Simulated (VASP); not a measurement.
# Ge (Fmmm) in VASP: single point with r2SCAN

Aim: the single point of Ge with r2SCAN.

All numbers are computed with VASP 6.6.1; they aren't measurements. Logs are shortened: lines on timing, memory, paths and dates and some standing lists are left out, and cuts for length are marked.

### Step 1. The cell of the first run

Symmetry: Fmmm, No. 69, orthorhombic system. Conventional cell: a = 5.261 Å, b = 5.771 Å, c = 10.231 Å, α = 90.00°, β = 90.00°, γ = 90.00°. Within 3.6 Å of Ge (site symmetry mm2) lie 8 Ge at 2.71 to 3.17 Å. Ge (site symmetry m2m) has 8 Ge at 2.61 to 3.17 Å within 3.4 Å.

### Step 2. Single point, r2SCAN

Contents of POSCAR:

```
Ge
1.0
    0.0000000000      2.8857400000      5.1156650000
    2.6304970000      0.0000000000      5.1156650000
    2.6304970000      2.8857400000      0.0000000000
Ge
4
Direct
    0.7818670000      0.7818670000      0.2181330000
    0.2181330000      0.2181330000      0.7818670000
    0.2735100000      0.7264900000      0.2735100000
    0.7264900000      0.2735100000      0.7264900000
```

Contents of INCAR.step1:

```
SYSTEM = Ge
  PREC = Accurate
  ENCUT = 520
  ISMEAR = 0
  SIGMA = 0.1
  LREAL = .False.
  LASPH = .True.
  NELM = 80
  NBANDS = 36
  GGA = PE
  ALGO = Normal
  EDIFF = 1E-4
  LWAVE = .True.
  LCHARG = .False.
```

Contents of INCAR.step2:

```
SYSTEM = Ge
  PREC = Accurate
  ENCUT = 520
  EDIFF = 1E-6
  ISMEAR = 0
  SIGMA = 0.1
  LREAL = .False.
  LASPH = .True.
  NELM = 80
  ALGO = Normal
  ISIF = 2
  LWAVE = .False.
  LCHARG = .False.
  METAGGA = R2SCAN
  LMIXTAU = .True.
  NBANDS = 36
  ISTART = 1
```

Contents of KPOINTS:

```
regular mesh
0
Gamma
  6 6 6
  0 0 0
```

Potentials or basis: VASP PAW PBE potentials, release 64 (Ge_d).

Launch:

```
$ cat potpaw_PBE.64/Ge_d/POTCAR > POTCAR
$ cp INCAR.step1 INCAR
$ mpirun -np 1 vasp_std > vasp.out
$ cp INCAR.step2 INCAR
$ mpirun -np 1 vasp_std > vasp.out
```

OUTCAR:

```text
SYSTEM = Ge
   PREC = Accurate
   ENCUT = 520
   EDIFF = 1E-6
   ISMEAR = 0
   LREAL = .False.
   LASPH = .True.
   NELM = 80
   ISIF = 2
   METAGGA = R2SCAN
   ISTART = 1

 ion  position               nearest neighbor table
   1  0.782  0.782  0.218-   2 2.71   2 2.71   3 2.73   4 2.73
   2  0.218  0.218  0.782-   1 2.71   1 2.71   3 2.73   4 2.73
   3  0.274  0.726  0.274-   4 2.61   4 2.64   4 2.64   2 2.73   1 2.73
   4  0.726  0.274  0.726-   3 2.61   3 2.64   3 2.64   2 2.73   1 2.73

  LATTYP: Found a face centered orthorhombic cell.
 ALAT       =     5.2609940000
 B/A-ratio  =     1.0970322338
 C/A-ratio  =     1.9447522654

  Lattice vectors:

 A1 = (   0.0000000000,   2.8857400000,   5.1156650000)
 A2 = (   2.6304970000,   0.0000000000,   5.1156650000)
 A3 = (   2.6304970000,   2.8857400000,   0.0000000000)

Analysis of symmetry for initial positions (statically):
=====================================================================
 Subroutine PRICEL returns:
 Original cell was already a primitive cell.

 Routine SETGRP: Setting up the symmetry group for a
 face centered orthorhombic supercell.

 Subroutine GETGRP returns: Found  8 space group operations
 (whereof  8 operations were pure point group operations)
 out of a pool of  8 trial point group operations.

The static configuration has the point symmetry D_2h.

Analysis of symmetry for dynamics (positions and initial velocities):
=====================================================================
 Subroutine PRICEL returns:
 Original cell was already a primitive cell.

 Routine SETGRP: Setting up the symmetry group for a
 face centered orthorhombic supercell.

 Subroutine GETGRP returns: Found  8 space group operations
 (whereof  8 operations were pure point group operations)
 out of a pool of  8 trial point group operations.

The dynamic configuration has the point symmetry D_2h.

 Subroutine INISYM returns: Found  8 space group operations
 (whereof  8 operations are pure point group operations),
 and found     1 'primitive' translations

----------------------------------------------------------------------------------------

                                     Primitive cell

  volume of cell :      77.6653

  direct lattice vectors                    reciprocal lattice vectors
     0.000000000  2.885740000  5.115665000    -0.190078149  0.173265783  0.097739004
     2.630497000  0.000000000  5.115665000     0.190078149 -0.173265783  0.097739004
     2.630497000  2.885740000  0.000000000     0.190078149  0.173265783 -0.097739004

  length of vectors
     5.873459265  5.752351072  3.904741965     0.275142957  0.275142957  0.275142957

  position of ions in fractional coordinates (direct lattice)
     0.781867000  0.781867000  0.218133000
     0.218133000  0.218133000  0.781867000
     0.273510000  0.726490000  0.273510000
     0.726490000  0.273510000  0.726490000

  ion indices of the primitive-cell ions
   primitive index   ion index
                 1           1
                 2           2
                 3           3
                 4           4

----------------------------------------------------------------------------------------

 KPOINTS: regular mesh

Automatic generation of k-mesh.
 Grid dimensions read from file:
 generate k-points for:    6    6    6

 Generating k-lattice:

  Cartesian coordinates                     Fractional coordinates (reciprocal lattice)
    -0.031679691  0.028877630  0.016289834     0.166666667 -0.000000000 -0.000000000
     0.031679691 -0.028877630  0.016289834     0.000000000  0.166666667  0.000000000
     0.031679691  0.028877630 -0.016289834    -0.000000000  0.000000000  0.166666667

  Length of vectors
     0.045857160  0.045857160  0.045857160

  Shift w.r.t. Gamma in fractional coordinates (k-lattice)
     0.000000000  0.000000000  0.000000000

 Subroutine IBZKPT returns following result:
 ===========================================

 Found     46 irreducible k-points:

 Following reciprocal coordinates:
            Coordinates               Weight
  0.000000  0.000000  0.000000      1.000000
  0.166667  0.000000 -0.000000      8.000000
  0.333333  0.000000  0.000000      8.000000
  0.500000  0.000000  0.000000      4.000000
  0.166667  0.166667  0.000000      2.000000
  0.333333  0.166667  0.000000      8.000000
[... 16 lines left out ...]
 -0.166667  0.166667  0.166667      8.000000
  0.500000  0.333333  0.166667      4.000000
 [... further k-points ...]
   k-points           NKPTS =     46   k-points in BZ     NKDIM =     46   number of bands    NBANDS=     36
   number of dos      NEDOS =    301   number of ions     NIONS =      4
   total plane-waves  NPLWV =  69120
   dimension x,y,z NGX =    48 NGY =   48 NGZ =   30
   dimension x,y,z NGXF=    96 NGYF=   96 NGZF=   60
   ions per type =               4
   NGX,Y,Z   is equivalent  to a cutoff of  13.59, 13.87, 12.77 a.u.
   NGXF,Y,Z  is equivalent  to a cutoff of  27.17, 27.74, 25.55 a.u.
 SYSTEM =  Ge
   PREC   = accura    normal or accurate (medium, high low for compatibility)
   ISTART =      1    job   : 0-new  1-cont  2-samecut
   ICHARG =      0    charge: 1-file 2-atom 10-const
   ISPIN  =      1    spin polarized calculation?
   LNONCOLLINEAR =      F non collinear calculations
   LSORBIT =      F    spin-orbit coupling
   LASPH  =      T    aspherical Exc in radial PAW
   ENCUT  =  520.0 eV  38.22 Ry    6.18 a.u.  10.92 10.70  7.26*2*pi/ulx,y,z
   NELM   =     80;   NELMIN=  2; NELMDL=  0     # of ELM steps
   EDIFF  = 0.1E-05   stopping-criterion for ELM
   LREAL  =      F    real-space projection
   EDIFFG = 0.1E-04   stopping-criterion for IOM
   NSW    =      0    number of steps for IOM
   IBRION =     -1    ionic relax: 0-MD 1-quasi-New 2-CG
   NFREE  =      0    steps in history (QN), initial steepest desc. (CG)
   ISIF   =      2    stress and relaxation
   ISYM   =      2    0-nonsym 1-usesym 2-fastsym
   POTIM  = 0.5000    time-step for ionic-motion
   TEBEG  =    0.0;   TEEND  =   0.0 temperature during run
   PSTRESS=    0.0 pullay stress
   NELECT =      56.0000    total number of electrons
   NUPDOWN=      -1.0000    fix difference up-down
   EMIN   =  10.00;   EMAX   =-10.00  energy-range for DOS
   EFERMI =   0.00;   METHOD = LEGACY
   ISMEAR =     0;   SIGMA  =   0.10  broadening in eV -4-tet -1-fermi 0-gaus
   EFERMI_NEDOS =   21; number of points for ismear=-14 and -15
   IALGO  =     38    algorithm
   IMIX   =      4    mixing-type and parameters
     AMIX     =   0.40;   BMIX     =  1.00
     AMIX_MAG =   1.60;   BMIX_MAG =  1.00
  volume/ion in A,a.u.               =      19.42       131.03
  Fermi-wavevector in a.u.,A,eV,Ry     =   1.468008  2.774133 29.321208  2.155048
  Thomas-Fermi vector in A             =   2.583557
   LORBIT       =      0    0 simple, 1 ext, 2 COOP (PROOUT), +10 PAW based schemes
   METAGGA = R2SCAN    functional components
   LHFCALC =     F    Hartree Fock is set to
   AEXX    =    0.0000 exact exchange contribution
   IVDW    =     0    specifies the selected vdW correction
   LEPSILON=     F    determine dielectric tensor
   LRPA    =     F    only Hartree local field effects (RPA)
 non-spin polarized calculation
 Gauss-broadening in eV      SIGMA  =   0.10
  energy-cutoff  :      520.00
  volume of cell :       77.67
 maximum number of plane-waves:      2116
 NGX is ok and might be reduce to    48
   NGX = 21   NGY = 21   NGZ = 15

 number of electron      55.9999999 magnetization

 Free energy of the ion-electron system (eV)
  ---------------------------------------------------
  ext. energy  EPLUGINS =         0.00000000
  ---------------------------------------------------
  free energy    TOTEN  =       -53.99781730 eV

  energy without entropy =      -53.98879467  energy(sigma->0) =      -53.99330599

 E-fermi :   6.2602     XC(G=0): -12.1032

 val. band max:        6.2079560545   @ k =   0.5000  -0.3333   0.1667
 cond. band min:       6.2845035362   @ k =  -0.3333   0.0000   0.1667
 fundamental gap:      0.0765474818
 Fermi energy:         6.2602050331

 k-point     1 :       0.0000    0.0000    0.0000
  band No.  band energies     occupation
      1     -19.3047      2.00000
      2     -19.2486      2.00000
      3     -19.2155      2.00000
      4     -19.2031      2.00000
      5     -19.1970      2.00000
      6     -19.1947      2.00000
[... 28 lines left out ...]
     35      13.7417      0.00000
     36      13.9179      0.00000

 k-point     2 :       0.1667    0.0000   -0.0000
  band No.  band energies     occupation
      1     -19.2875      2.00000
      2     -19.2395      2.00000
      3     -19.2161      2.00000
      4     -19.2024      2.00000
      5     -19.1925      2.00000
      6     -19.1916      2.00000
[... 28 lines left out ...]
     35      13.0279      0.00000
     36      13.6274      0.00000

 k-point     3 :       0.3333    0.0000    0.0000
  band No.  band energies     occupation
      1     -19.2417      2.00000
      2     -19.2204      2.00000
      3     -19.2172      2.00000
      4     -19.2030      2.00000
      5     -19.1834      2.00000
      6     -19.1718      2.00000
[... 28 lines left out ...]
     35      13.1034      0.00000
     36      13.2931      0.00000

 k-point     4 :       0.5000    0.0000    0.0000
  band No.  band energies     occupation
      1     -19.2229      2.00000
      2     -19.2139      2.00000
      3     -19.1952      2.00000
      4     -19.1837      2.00000
      5     -19.1802      2.00000
      6     -19.1622      2.00000
[... 28 lines left out ...]
     35      12.8713      0.00000
     36      13.0851      0.00000

 k-point     5 :       0.1667    0.1667    0.0000
  band No.  band energies     occupation
      1     -19.3029      2.00000
      2     -19.2472      2.00000
      3     -19.2086      2.00000
      4     -19.2016      2.00000
      5     -19.1964      2.00000
      6     -19.1934      2.00000
[... 655 lines left out ...]
 k-point    22 :      -0.3333    0.1667    0.1667
  band No.  band energies     occupation
      1     -19.2380      2.00000
      2     -19.2189      2.00000
      3     -19.2100      2.00000
      4     -19.1957      2.00000
      5     -19.1756      2.00000
      6     -19.1680      2.00000
[... 28 lines left out ...]
     35      12.8574      0.00000
     36      13.8185      0.00000

 k-point    23 :      -0.1667    0.1667    0.1667
  band No.  band energies     occupation
      1     -19.2340      2.00000
      2     -19.2270      2.00000
      3     -19.2142      2.00000
      4     -19.1967      2.00000
      5     -19.1915      2.00000
      6     -19.1659      2.00000
[... 28 lines left out ...]
     35      13.7798      0.00000
     36      14.1069      0.00000

 k-point    24 :       0.5000    0.3333    0.1667
  band No.  band energies     occupation
      1     -19.2861      2.00000
      2     -19.2253      2.00000
      3     -19.2145      2.00000
      4     -19.2094      2.00000
      5     -19.1871      2.00000
      6     -19.1787      2.00000
[... 28 lines left out ...]
     35      12.8470      0.00000
     36      13.2767      0.00000

 [... further k-points ...]
[... 5 lines left out ...]
  --------------------------------------------------------------------------------------
  -------------------------------------------------------------------------------------
  Total       -0.3963983     -1.4244343     -1.4518066      0.0000000      0.0000000      0.0000000
  in kB       -8.1773999    -29.3850132    -29.9496831      0.0000000      0.0000000      0.0000000
  external PRESSURE =     -22.5040320 kB  Pullay stress =       0.0000000 kB

 VOLUME and BASIS-vectors are now :
 -----------------------------------------------------------------------------
  energy-cutoff  :      520.00
  volume of cell :       77.67
      direct lattice vectors                 reciprocal lattice vectors
     0.000000000  2.885740000  5.115665000    -0.190078149  0.173265783  0.097739004
     2.630497000  0.000000000  5.115665000     0.190078149 -0.173265783  0.097739004
     2.630497000  2.885740000  0.000000000     0.190078149  0.173265783 -0.097739004

 POSITION                                       TOTAL-FORCE (eV/Angst)
 -----------------------------------------------------------------------------------
      2.63050      2.88574      7.99954         0.000000      0.000000      0.079342
      2.63050      2.88574      2.23179         0.000000      0.000000     -0.079342
      2.63050      1.57856      5.11566         0.000000     -0.023085      0.000000
      2.63050      4.19292      5.11566         0.000000      0.023085      0.000000
 -----------------------------------------------------------------------------------
    total drift:                                0.000000      0.000000      0.000000

  FREE ENERGIE OF THE ION-ELECTRON SYSTEM (eV)
  ---------------------------------------------------
  free  energy   TOTEN  =       -53.9978173036 eV

  energy  without entropy=      -53.9887946678  energy(sigma->0) =      -53.99330599
```

It took 18 min on 1 thread of AMD EPYC 7R13, shared host; peak memory 0.29 GiB.

What came out:

- Free energy: -53.9978 eV
- Pressure: -2.3 GPa
- Largest force: 0.079 eV/Å
- Band gap on the k mesh: zero (band 28 reaches 7.69 eV, above the bottom of band 29 at 4.20 eV)

Forces in eV/Å, atoms in the order of the input:
```
Ge   0.000  0.000  0.079
Ge   0.000  0.000 -0.079
Ge   0.000 -0.023  0.000
Ge   0.000  0.023  0.000
```

Levels at points of the mesh, in eV from the Fermi level:
```csv
k point,band 24,band 25,band 26,band 27,band 28,band 29,band 30,band 31,band 32,band 33
"(0.00, 0.00, 0.00)",-3.91,-2.94,-2.60,-2.22,-2.09,-1.80,3.27,4.13,4.22,6.51
"(0.50, 0.00, 0.00)",-7.40,-2.08,-1.78,-0.96,0.69,0.91,1.24,2.51,2.61,3.64
"(0.50, 0.50, 0.00)",-4.71,-2.37,-2.02,-0.32,0.51,1.11,1.22,1.95,2.82,5.30
"(0.50, 0.00, 0.50)",-7.73,-4.86,-4.32,-3.37,-2.79,-1.35,-0.86,3.71,4.99,7.46
"(0.00, 0.50, 0.50)",-6.44,-5.99,-5.54,-3.57,-2.30,-2.06,3.13,3.89,4.22,6.20
```

Caveat: the PAW data sets were made with another functional, which shifts forces and pressure a little.
